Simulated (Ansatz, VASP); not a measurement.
Hf3N4: VASP beside Ansatz

File INCAR:

```
SYSTEM = Hf3N4
ALGO     = Normal         ! electronic algorithm
EDIFF    = 1E-7           ! SCF threshold, eV
EDIFFG   = -0.02          ! ionic threshold
ENCUT    = 520            ! plane-wave cutoff, eV
GGA      = PE             ! functional
GGA_COMPAT= .False.      
IBRION   = 2              ! ionic algorithm
ISIF     = 2              ! what is computed and relaxed
ISMEAR   = -1             ! smearing method
KPAR     = 4            
LASPH    = .True.         ! aspherical terms in the spheres
LCHARG   = .False.        ! write CHGCAR
LREAL    = .False.        ! projectors in reciprocal space
LWAVE    = .False.        ! write WAVECAR
NELM     = 120            ! most SCF steps
NELMIN   = 4            
NSW      = 80             ! ionic steps
PREC     = Accurate       ! precision mode
SIGMA    = 0.02           ! smearing width, eV
```

File KPOINTS:

```
k-points
0
Gamma
  6 6 6
  0 0 0
```

POSCAR

```
Hf3N4
1.0
   -3.3505000000      3.3505000000      3.3505000000
    3.3505000000     -3.3505000000      3.3505000000
    3.3505000000      3.3505000000     -3.3505000000
Hf N
6 8
Direct
    0.2500000000      0.6250000000      0.3750000000
    0.3750000000      0.2500000000      0.6250000000
    0.7500000000      0.8750000000      0.1250000000
    0.1250000000      0.7500000000      0.8750000000
    0.6250000000      0.3750000000      0.2500000000
    0.8750000000      0.1250000000      0.7500000000
    0.1260000000      0.1260000000      0.1260000000
    0.8740000000      0.5000000000      0.0000000000
    0.5000000000      0.0000000000      0.3740000000
    0.0000000000      0.8740000000      0.5000000000
    0.3740000000      0.5000000000      0.0000000000
    0.6260000000      0.6260000000      0.6260000000
    0.0000000000      0.3740000000      0.5000000000
    0.5000000000      0.0000000000      0.8740000000
```

Input for Ansatz:

```yaml
crystal:
  lattice:
    - [-3.3505, 3.3505, 3.3505]
    - [3.3505, -3.3505, 3.3505]
    - [3.3505, 3.3505, -3.3505]
  atoms:
    - { symbol: Hf, position: [0.25, 0.625, 0.375] }
    - { symbol: Hf, position: [0.375, 0.25, 0.625] }
    - { symbol: Hf, position: [0.75, 0.875, 0.125] }
    - { symbol: Hf, position: [0.125, 0.75, 0.875] }
    - { symbol: Hf, position: [0.625, 0.375, 0.25] }
    - { symbol: Hf, position: [0.875, 0.125, 0.75] }
    - { symbol: "N", position: [0.126, 0.126, 0.126] }
    - { symbol: "N", position: [0.874, 0.5, 0.0] }
    - { symbol: "N", position: [0.5, 0.0, 0.374] }
    - { symbol: "N", position: [0.0, 0.874, 0.5] }
    - { symbol: "N", position: [0.374, 0.5, 0.0] }
    - { symbol: "N", position: [0.626, 0.626, 0.626] }
    - { symbol: "N", position: [0.0, 0.374, 0.5] }
    - { symbol: "N", position: [0.5, 0.0, 0.874] }
kpoints:
  mp_grid: { grid: [6, 6, 6] }
scf:
  occupations: { method: fermi_dirac, width: 0.02 }
hamiltonian:
  xc: pbe
  pseudopotentials: { kind: paw, frozen_core: stored }
output:
  forces: true
  stress: true
  populations: true
  efg: { quadrupole_moments_barn: { Hf: 3.365, "N": 0.02044 } }
relax:
  f_tol: 0.02
  max_steps: 60
```

Alike in both runs: task relaxation of the atoms; functional PBE; k mesh 6 × 6 × 6; occupations fermi-dirac, width 0.02 eV; no spin polarisation.

```csv
,VASP,Ansatz
version,VASP 6.6.1,Ansatz 0.2.0
potentials or method,"VASP PAW PBE potentials, release 64 (Hf_pv, N)","plane-wave PAW, scalar-relativistic"
plane-wave cutoff (eV),520,420
valence electrons in the cell,100,196
```

|  | VASP | Ansatz | Ansatz less VASP |
| --- | --- | --- | --- |
| gap on the k mesh at the Fermi level, each at its own relaxed structure (eV) | 1.04 | 1.05 | +0.008 |

VASP's potentials hold 100 valence electrons a cell and Ansatz's 196, so a difference there can come from the potentials and not from the codes. Ansatz's warnings: stress scf threshold loose.

Spin-orbit coupling is off throughout.
